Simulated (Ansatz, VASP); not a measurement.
## One calculation of Sc, two programs

```xyz
1
Lattice="0.0000 2.2916 2.2916 2.2916 0.0000 2.2916 2.2916 2.2916 0.0000" Properties=species:S:1:pos:R:3 pbc="T T T"
Sc    0.0000    0.0000    0.0000
```

Alike in both runs: task single point; functional BLYP; k mesh 13 × 13 × 13; occupations fermi-dirac, width 0.1 eV; no spin polarisation.

|  | VASP | Ansatz |
| --- | --- | --- |
| version | VASP 6.6.1 | Ansatz 0.2.0 |
| potentials or method | VASP PAW PBE potentials, release 64 (Sc_sv), cutoff 520 eV | plane waves (420 eV) with PAW, scalar-relativistic |
| valence electrons in the cell | 11 | 11 |

|  | VASP | Ansatz | Ansatz less VASP |
| --- | --- | --- | --- |
| pressure (GPa) | 2.1 | 2.1 | -0.01 |

VASP's potentials were made for PBE, not for BLYP.
